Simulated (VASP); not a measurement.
**CoO: single point with PBE**

The system is CoO, a slab with vacuum.

```
Co O
1.0
     3.20472    0.00000    0.00000
    -1.60236    2.77537    0.00000
     0.00000    0.00000   25.30559
Co O
4 4
Cartesian
  0.0000 1.8502 8.5000
  1.6024 0.9251 11.0491
  0.0000 0.0000 13.6027
  0.0000 1.8502 16.2168
  1.6024 0.9251 9.1584
  0.0000 0.0000 11.7075
  0.0000 1.8502 14.2562
  1.6024 0.9251 16.6493
```

```
Program             : VASP 6.6.1
Task                : single point
Functional          : PBE
Potentials or basis : VASP PAW PBE potentials, release 64 (Co, O)
Cutoff              : 520 eV
k mesh              : 9 × 9 × 1
Occupations         : gaussian, width 0.05 eV
Spin                : collinear spin, antiferromagnetic start
Starting moments    : [2.25, -2.25, 2.25, -2.25, 0.15, -0.15, 0.15, -0.15] μB
```

```json
{"Largest force": "1.256 eV/Å", "Net moment": "-0.63 μB per cell", "Site moments": "Co +2.14, -2.23, +2.19, -2.37; O +0.13, -0.15, +0.12, -0.31 μB", "Valence electrons inside the program's atomic spheres": "Co 7.90, 8.02, 8.01, 8.00; O 4.98, 4.99, 4.96 (each value once)"}
```

Forces on the atoms (eV/Å):
```
Co   0.000  0.000  1.053
Co   0.000  0.000  0.202
Co   0.000  0.000 -0.018
Co   0.000  0.000  0.062
O    0.000  0.000 -1.256
O    0.000  0.000 -0.006
O    0.000  0.000  0.009
O    0.000  0.000 -0.046
```

Levels at points of the mesh, in eV from the Fermi level:
Spin up:
```csv
k point,band 28,band 29,band 30,band 31,band 32,band 33
"(0.00, 0.00, 0.00)",-0.03,-0.03,0.14,0.14,0.77,1.75
```
Spin down:
```csv
k point,band 27,band 28,band 29,band 30,band 31,band 32,band 33,band 34
"(0.00, 0.00, 0.00)",-0.59,-0.09,-0.09,0.50,0.50,0.99,1.27,1.90
```

It took 27 min on 1 thread of AMD EPYC 7R13, on a shared host, peak memory 0.47 GiB.

Caveat: semilocal functionals often make such compounds metallic where correlation or magnetic order opens a gap, which also shifts bond lengths. With open d or f shells a metallic result of PBE can be an artefact of self-interaction; +U or a hybrid may open a gap.
